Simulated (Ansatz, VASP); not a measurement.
Zr: VASP beside Ansatz

```
CELL_PARAMETERS angstrom
0.00000 3.06974 3.06974
3.06974 0.00000 3.06974
3.06974 3.06974 0.00000
ATOMIC_POSITIONS crystal
Zr 0.00000 0.00000 0.00000
Zr 0.25000 0.25000 0.25000
```

Alike in both runs: task relaxation of cell and atoms; functional PBEsol; k mesh 12 × 12 × 12; occupations gaussian, width 0.1 eV; no spin polarisation.

```csv
,VASP,Ansatz
version,VASP 6.6.1,Ansatz 0.2.0
potentials or method,"VASP PAW PBE potentials, release 64 (Zr_sv), cutoff 600 eV","scalar-relativistic, plane waves, PAW"
valence electrons in the cell,24,24
```

|  | VASP | Ansatz | Ansatz less VASP |
| --- | --- | --- | --- |
| gap on the k mesh at the Fermi level, each at its own relaxed structure (eV) | none | none | - |
| relaxed volume (Å³/atom) | 29.01 | 28.93 | -0.082 |
| relaxed length of the cell vector where the two differ most in proportion (Å) | 4.345 | 4.341 | -0.0041 |

VASP's potentials were made for PBE, not for PBEsol. A gap of «none» marks a metal or a gap that the smearing closes.
